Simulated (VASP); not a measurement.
# C (P-1) in VASP: a series of runs

Runs on C. Level: PBEsol. Tasks: single point.

Program: VASP 6.6.1. These are calculated values, not measurements. Logs are shortened: lines on timing, memory, paths and dates and some standing lists are left out, and cuts for length are marked.

### Step 1. The cell of the first run

The typed cell holds 2 atoms: a = 3.967 Å, b = 3.566 Å, c = 2.456 Å, α = 80.09°, β = 62.33°, γ = 37.59°.

### Step 2. Single point, PBEsol (atom 1 (C) moved by (-0.600, -0.600) A along [1 1 0] and z)

File INCAR:

```
SYSTEM = C
PREC = Accurate
ENCUT = 520
EDIFF = 1E-6
ISMEAR = 0
SIGMA = 0.05
LREAL = .False.
LASPH = .True.
NELM = 100
ALGO = Normal
ISIF = 2
LWAVE = .False.
LCHARG = .True.
GGA = PS
LELF = .True.
LVHAR = .True.
NBANDS = 11
```

File KPOINTS:

```
Automatic mesh
0
Gamma
  14 14 14
  0 0 0
```

File POSCAR:

```
C
1.0
    0.0000000000      2.1270000000      3.3480000000
    1.2280000000      0.0000000000      3.3480000000
    1.2280000000      2.1270000000      0.0000000000
C
2
Direct
    0.1500772482      0.6707112823     -0.0162031949
    0.8333300000      0.1666700000      0.8333300000
```

Potentials or basis: VASP PAW PBE potentials, release 64 (C).

On the command line:

```bash
$ cat potpaw_PBE.64/C/POTCAR > POTCAR
$ mpirun -np 1 vasp_std > vasp.out
```

OUTCAR:

```text
SYSTEM = C
   PREC = Accurate
   ENCUT = 520
   EDIFF = 1E-6
   ISMEAR = 0
   LREAL = .False.
   LASPH = .True.
   NELM = 100
   ISIF = 2
   GGA = PS

 ion  position               nearest neighbor table
   1  0.150  0.671  0.984-   2 1.24   2 1.51
   2  0.833  0.167  0.833-   1 1.24   1 1.51

  LATTYP: Found a face centered orthorhombic cell.
 ALAT       =     2.4560000000
 B/A-ratio  =     1.7320846906
 C/A-ratio  =     2.7263843648

  Lattice vectors:

 A1 = (   0.0000000000,   2.1270000000,   3.3480000000)
 A2 = (   1.2280000000,   0.0000000000,   3.3480000000)
 A3 = (   1.2280000000,   2.1270000000,   0.0000000000)

Analysis of symmetry for initial positions (statically):
=====================================================================
 Subroutine PRICEL returns:
 Original cell was already a primitive cell.

 Routine SETGRP: Setting up the symmetry group for a
 face centered orthorhombic supercell.

 Subroutine GETGRP returns: Found  2 space group operations
 (whereof  1 operations were pure point group operations)
 out of a pool of  8 trial point group operations.

The static configuration has the point symmetry C_1 .
 The point group associated with its full space group is S_2 .

Analysis of symmetry for dynamics (positions and initial velocities):
=====================================================================
 Subroutine PRICEL returns:
 Original cell was already a primitive cell.

 Routine SETGRP: Setting up the symmetry group for a
 face centered orthorhombic supercell.

 Subroutine GETGRP returns: Found  2 space group operations
 (whereof  1 operations were pure point group operations)
 out of a pool of  8 trial point group operations.

The dynamic configuration has the point symmetry C_1 .
 The point group associated with its full space group is S_2 .

 Subroutine INISYM returns: Found  2 space group operations
 (whereof  1 operations are pure point group operations),
 and found     1 'primitive' translations

----------------------------------------------------------------------------------------

                                     Primitive cell

  volume of cell :      17.4897

  direct lattice vectors                    reciprocal lattice vectors
     0.000000000  2.127000000  3.348000000    -0.407166124  0.235072873  0.149342891
     1.228000000  0.000000000  3.348000000     0.407166124 -0.235072873  0.149342891
     1.228000000  2.127000000  0.000000000     0.407166124  0.235072873 -0.149342891

  length of vectors
     3.966513961  3.566102635  2.456036034     0.493301943  0.493301943  0.493301943

  position of ions in fractional coordinates (direct lattice)
     0.150077248  0.670711282  0.983796805
     0.833330000  0.166670000  0.833330000

  ion indices of the primitive-cell ions
   primitive index   ion index
                 1           1
                 2           2

----------------------------------------------------------------------------------------

 KPOINTS: Automatic mesh

Automatic generation of k-mesh.
 Grid dimensions read from file:
 generate k-points for:   14   14   14

 Generating k-lattice:

  Cartesian coordinates                     Fractional coordinates (reciprocal lattice)
    -0.029083295  0.016790919  0.010667349     0.071428571  0.000000000  0.000000000
     0.029083295 -0.016790919  0.010667349     0.000000000  0.071428571  0.000000000
     0.029083295  0.016790919 -0.010667349     0.000000000  0.000000000  0.071428571

  Length of vectors
     0.035235853  0.035235853  0.035235853

  Shift w.r.t. Gamma in fractional coordinates (k-lattice)
     0.000000000  0.000000000  0.000000000

 Subroutine IBZKPT returns following result:
 ===========================================

 Found   1376 irreducible k-points:

 Following reciprocal coordinates:
            Coordinates               Weight
  0.000000  0.000000  0.000000      1.000000
  0.071429  0.000000  0.000000      2.000000
 -0.071429 -0.071429 -0.071429      2.000000
  0.000000  0.000000  0.071429      2.000000
  0.000000  0.071429  0.000000      2.000000
  0.142857  0.000000  0.000000      2.000000
[... 16 lines left out ...]
 -0.428571 -0.428571 -0.428571      2.000000
  0.000000 -0.000000  0.428571      2.000000
 [... further k-points ...]
   k-points           NKPTS =   1376   k-points in BZ     NKDIM =   1376   number of bands    NBANDS=     11
   number of dos      NEDOS =    301   number of ions     NIONS =      2
   total plane-waves  NPLWV =  15120
   dimension x,y,z NGX =    30 NGY =   28 NGZ =   18
   dimension x,y,z NGXF=    60 NGYF=   56 NGZF=   36
   ions per type =               2
   NGX,Y,Z   is equivalent  to a cutoff of  12.57, 13.05, 12.18 a.u.
   NGXF,Y,Z  is equivalent  to a cutoff of  25.15, 26.11, 24.37 a.u.
 SYSTEM =  C
   PREC   = accura    normal or accurate (medium, high low for compatibility)
   ISTART =      0    job   : 0-new  1-cont  2-samecut
   ICHARG =      2    charge: 1-file 2-atom 10-const
   ISPIN  =      1    spin polarized calculation?
   LNONCOLLINEAR =      F non collinear calculations
   LSORBIT =      F    spin-orbit coupling
   LASPH  =      T    aspherical Exc in radial PAW
   ENCUT  =  520.0 eV  38.22 Ry    6.18 a.u.   7.38  6.63  4.57*2*pi/ulx,y,z
   NELM   =    100;   NELMIN=  2; NELMDL= -5     # of ELM steps
   EDIFF  = 0.1E-05   stopping-criterion for ELM
   LREAL  =      F    real-space projection
   EDIFFG = 0.1E-04   stopping-criterion for IOM
   NSW    =      0    number of steps for IOM
   IBRION =     -1    ionic relax: 0-MD 1-quasi-New 2-CG
   NFREE  =      0    steps in history (QN), initial steepest desc. (CG)
   ISIF   =      2    stress and relaxation
   ISYM   =      2    0-nonsym 1-usesym 2-fastsym
   POTIM  = 0.5000    time-step for ionic-motion
   TEBEG  =    0.0;   TEEND  =   0.0 temperature during run
   PSTRESS=    0.0 pullay stress
   NELECT =       8.0000    total number of electrons
   NUPDOWN=      -1.0000    fix difference up-down
   EMIN   =  10.00;   EMAX   =-10.00  energy-range for DOS
   EFERMI =   0.00;   METHOD = LEGACY
   ISMEAR =     0;   SIGMA  =   0.05  broadening in eV -4-tet -1-fermi 0-gaus
   EFERMI_NEDOS =   21; number of points for ismear=-14 and -15
   IALGO  =     38    algorithm
   IMIX   =      4    mixing-type and parameters
     AMIX     =   0.40;   BMIX     =  1.00
     AMIX_MAG =   1.60;   BMIX_MAG =  1.00
  volume/ion in A,a.u.               =       8.74        59.01
  Fermi-wavevector in a.u.,A,eV,Ry     =   1.261376  2.383654 21.647797  1.591068
  Thomas-Fermi vector in A             =   2.394838
   LORBIT       =      0    0 simple, 1 ext, 2 COOP (PROOUT), +10 PAW based schemes
   GGA     = PS    functional components
   LHFCALC =     F    Hartree Fock is set to
   AEXX    =    0.0000 exact exchange contribution
   IVDW    =     0    specifies the selected vdW correction
   LEPSILON=     F    determine dielectric tensor
   LRPA    =     F    only Hartree local field effects (RPA)
 non-spin polarized calculation
 Gauss-broadening in eV      SIGMA  =   0.05
  energy-cutoff  :      520.00
  volume of cell :       17.49
 maximum number of plane-waves:       499
 NGX is ok and might be reduce to    30
   NGX = 15   NGY = 13   NGZ =  9

 number of electron       8.0000000 magnetization

 Free energy of the ion-electron system (eV)
  ---------------------------------------------------
  ext. energy  EPLUGINS =         0.00000000
  ---------------------------------------------------
  free energy    TOTEN  =       -14.41598273 eV

  energy without entropy =      -14.41509914  energy(sigma->0) =      -14.41554094

 E-fermi :   4.4418     XC(G=0): -11.0020

 val. band max:        4.4417296839   @ k =  -0.2857  -0.2143  -0.1429
 cond. band min:       4.4425809781   @ k =   0.5000   0.0714   0.3571
 fundamental gap:      0.0008512943
 Fermi energy:         4.4418388226

 k-point     1 :       0.0000    0.0000    0.0000
  band No.  band energies     occupation
      1     -14.8613      2.00000
      2      -1.2944      2.00000
      3      -0.7144      2.00000
      4       4.2169      2.00000
      5       5.9760      0.00000
      6      11.5923      0.00000
      7      14.1803      0.00000
      8      19.8895      0.00000
      9      22.6158      0.00000
     10      23.7314      0.00000
     11      25.7519      0.00000

 k-point     2 :       0.0714    0.0000    0.0000
  band No.  band energies     occupation
      1     -14.7378      2.00000
      2      -1.5125      2.00000
      3      -0.6457      2.00000
      4       4.2766      2.00000
      5       5.9160      0.00000
      6      10.9384      0.00000
      7      14.4905      0.00000
      8      19.3510      0.00000
      9      23.0772      0.00000
     10      23.9824      0.00000
     11      26.3696      0.00000

 k-point     3 :      -0.0714   -0.0714   -0.0714
  band No.  band energies     occupation
      1     -14.7322      2.00000
      2      -1.2705      2.00000
      3      -0.7745      2.00000
      4       4.3572      1.98330
      5       5.3652      0.00000
      6      11.5027      0.00000
      7      14.2464      0.00000
      8      19.7990      0.00000
      9      22.5008      0.00000
     10      24.2648      0.00000
     11      26.0916      0.00000

 k-point     4 :       0.0000    0.0000    0.0714
  band No.  band energies     occupation
      1     -14.7323      2.00000
      2      -1.2614      2.00000
      3      -0.7823      2.00000
      4       4.3489      1.99140
      5       5.3770      0.00000
      6      11.4998      0.00000
      7      14.2220      0.00000
      8      19.7720      0.00000
      9      22.5860      0.00000
     10      24.3146      0.00000
     11      26.1063      0.00000

 k-point     5 :       0.0000    0.0714    0.0000
  band No.  band energies     occupation
      1     -14.7381      2.00000
      2      -1.3621      2.00000
      3      -0.8403      2.00000
      4       4.3568      1.98389
      5       5.9117      0.00000
      6      10.9407      0.00000
      7      14.3974      0.00000
      8      19.4247      0.00000
      9      23.1212      0.00000
     10      23.9470      0.00000
     11      26.3062      0.00000
[... 211 lines left out ...]
 k-point    21 :       0.0000    0.3571    0.0000
  band No.  band energies     occupation
      1     -11.9456      2.00000
      2      -5.6782      2.00000
      3       0.4837      2.00000
      4       4.5118      0.04799
      5       5.2381      0.00000
      6       6.4834      0.00000
      7      13.1700      0.00000
      8      21.4390      0.00000
      9      22.1872      0.00000
     10      24.7381      0.00000
     11      27.5478      0.00000

 k-point    22 :       0.4286    0.0000    0.0000
  band No.  band energies     occupation
      1     -10.8531      2.00000
      2      -7.0766      2.00000
      3       1.6212      2.00000
      4       3.4062      2.00000
      5       4.9025      0.00000
      6       5.5469      0.00000
      7      15.3375      0.00000
      8      20.1652      0.00000
      9      23.1030      0.00000
     10      24.0990      0.00000
     11      25.4903      0.00000

 k-point    23 :      -0.4286   -0.4286   -0.4286
  band No.  band energies     occupation
      1     -10.9078      2.00000
      2      -4.7785      2.00000
      3      -1.6955      2.00000
      4       0.7493      2.00000
      5       6.9341      0.00000
      6      10.2342      0.00000
      7      11.7875      0.00000
      8      18.6885      0.00000
      9      19.9334      0.00000
     10      22.3321      0.00000
     11      27.5564      0.00000

 k-point    24 :       0.0000   -0.0000    0.4286
  band No.  band energies     occupation
      1     -10.9116      2.00000
      2      -4.7727      2.00000
      3      -1.6445      2.00000
      4       0.5901      2.00000
      5       8.3829      0.00000
      6       9.5806      0.00000
      7      10.3208      0.00000
      8      19.3879      0.00000
      9      20.2612      0.00000
     10      22.1047      0.00000
     11      28.0107      0.00000

 [... further k-points ...]
[... 5 lines left out ...]
  --------------------------------------------------------------------------------------
  -------------------------------------------------------------------------------------
  Total        4.8506772      5.6867385     -1.2328385     -0.1042058     -5.3679975      1.9110190
  in kB      444.3566227    520.9457989   -112.9368004     -9.5459951   -491.7468513    175.0629707
  external PRESSURE =     284.1218737 kB  Pullay stress =       0.0000000 kB

 VOLUME and BASIS-vectors are now :
 -----------------------------------------------------------------------------
  energy-cutoff  :      520.00
  volume of cell :       17.49
      direct lattice vectors                 reciprocal lattice vectors
     0.000000000  2.127000000  3.348000000    -0.407166124  0.235072873  0.149342891
     1.228000000  0.000000000  3.348000000     0.407166124 -0.235072873  0.149342891
     1.228000000  2.127000000  0.000000000     0.407166124  0.235072873 -0.149342891

 POSITION                                       TOTAL-FORCE (eV/Angst)
 -----------------------------------------------------------------------------------
      2.03174      2.41175      2.74800        -3.019802      9.076165      1.041856
      1.22800      3.54499      3.34800         3.019802     -9.076165     -1.041856
 -----------------------------------------------------------------------------------
    total drift:                               -0.000000     -0.000001      0.000002

  FREE ENERGIE OF THE ION-ELECTRON SYSTEM (eV)
  ---------------------------------------------------
  free  energy   TOTEN  =       -14.4159827318 eV

  energy  without entropy=      -14.4150991449  energy(sigma->0) =      -14.41554094
```

Wall time 3 min (1 thread of AMD EPYC 9R45 (Zen 5), shared host); peak memory 0.28 GiB.

What came out:

```
Free energy            : -14.4160 eV
Pressure               : 28.4 GPa
Largest force          : 9.622 eV/Å
Band gap on the k mesh : zero (bands 4 and 5 overlap by 3.19 eV)
```

Forces on the atoms (eV/Å):
```
C   -3.020  9.076  1.042
C    3.020 -9.076 -1.042
```

Levels at points of the mesh, in eV from the Fermi level:
| k point | band 2 | band 3 | band 4 | band 5 | band 6 | band 7 |
| --- | --- | --- | --- | --- | --- | --- |
| (0.00, 0.00, 0.00) | -5.74 | -5.16 | -0.22 | 1.53 | 7.15 | 9.74 |
| (0.50, 0.00, 0.00) | -12.28 | -2.15 | -1.61 | 0.42 | 0.77 | 11.50 |
| (0.50, 0.50, 0.50) | -9.87 | -6.25 | -3.47 | 2.32 | 5.79 | 7.37 |
| (0.00, 0.00, 0.50) | -9.87 | -6.19 | -3.66 | 3.88 | 5.28 | 5.60 |
| (0.00, 0.50, 0.00) | -12.27 | -3.04 | -0.37 | 0.39 | 1.00 | 9.49 |
| (0.50, 0.50, 0.00) | -8.70 | -4.98 | 1.44 | 5.17 | 7.34 | 9.10 |
| (0.50, 0.00, 0.50) | -12.53 | -1.92 | -0.88 | -0.59 | 3.28 | 11.21 |
| (0.00, 0.50, 0.50) | -12.26 | -2.78 | -1.85 | -1.57 | 3.10 | 14.55 |

Caveat: the cell differs from its parent crystal (atom 1 (C) moved by (-0.600, -0.600) A along [1 1 0] and z); the stress differs along the axes, from -11 to 52 GPa; the PAW data sets were made with another functional, which shifts forces and pressure a little.

### Step 3. Single point, PBEsol (atom 1 (C) moved by (+0.600, -0.600) A along [1 1 0] and z)

File INCAR:

```
SYSTEM = C
  PREC = Accurate
  ENCUT = 520
  EDIFF = 1E-6
  ISMEAR = 0
  SIGMA = 0.05
  LREAL = .FALSE.
  LASPH = .TRUE.
  NELM = 80
  ALGO = Normal
  ISIF = 2
  LWAVE = .FALSE.
  LCHARG = .FALSE.
  GGA = PS
  NBANDS = 11
```

File KPOINTS:

```
regular mesh
0
G
  14 14 14
  0 0 0
```

Edit POSCAR of step 2 so:

```diff
@@ -8,3 +8,3 @@
 Direct
-    0.1500772482      0.6707112823     -0.0162031949
+    0.0040512823      0.8167372482      0.5287546645
     0.8333300000      0.1666700000      0.8333300000
```

Potentials or basis: VASP PAW PBE potentials, release 64 (C).

On the command line:

```bash
$ cat potpaw_PBE.64/C/POTCAR > POTCAR
$ mpirun -np 1 vasp_std > vasp.out
```

Wall time 3 min (1 thread of AMD EPYC 9R45 (Zen 5), shared host); peak memory 0.28 GiB.

Results (log left out):

```
Free energy            : -9.8230 eV
Pressure               : 111.7 GPa
Largest force          : 37.980 eV/Å
Band gap on the k mesh : zero (bands 4 and 5 overlap by 2.49 eV)
```

Forces on the atoms (eV/Å):
```
C   -32.852 -10.946 -15.602
C    32.852  10.946  15.602
```

Stress tensor (GPa, compression positive):
```
194.25  64.51 179.86
 64.51  65.53  62.06
179.86  62.06  75.18
```

Levels at points of the mesh, in eV from the Fermi level:
| k point | band 1 | band 2 | band 3 | band 4 | band 5 | band 6 | band 7 | band 8 |
| --- | --- | --- | --- | --- | --- | --- | --- | --- |
| (0.00, 0.00, 0.00) | -18.93 | -5.38 | -4.90 | 0.84 | 1.98 | 5.66 | 8.02 | 16.59 |
| (0.50, 0.00, 0.00) | -15.29 | -10.22 | -2.46 | -2.18 | 0.43 | 2.44 | 12.82 | 13.12 |
| (0.50, 0.50, 0.50) | -15.42 | -10.45 | -3.25 | -2.85 | 0.89 | 7.39 | 10.74 | 15.11 |
| (0.00, 0.00, 0.50) | -15.39 | -10.50 | -2.94 | -1.70 | -1.60 | 8.83 | 11.91 | 14.02 |
| (0.00, 0.50, 0.00) | -15.31 | -10.18 | -3.54 | -1.16 | 0.47 | 3.70 | 8.55 | 16.30 |
| (0.50, 0.50, 0.00) | -18.61 | -8.30 | -4.00 | 0.89 | 5.05 | 7.06 | 8.31 | 13.91 |
| (0.50, 0.00, 0.50) | -15.27 | -9.81 | -3.94 | -2.40 | 2.84 | 3.96 | 8.27 | 12.39 |
| (0.00, 0.50, 0.50) | -15.11 | -9.49 | -4.24 | -3.49 | 2.35 | 2.96 | 8.99 | 17.77 |

Caveat: the cell differs from its parent crystal (atom 1 (C) moved by (+0.600, -0.600) A along [1 1 0] and z); atoms lie so close that the PAW spheres overlap strongly, which falsifies energies and pressures; the stress differs along the axes, from 66 to 194 GPa; the PAW data sets were made with another functional, which shifts forces and pressure a little.
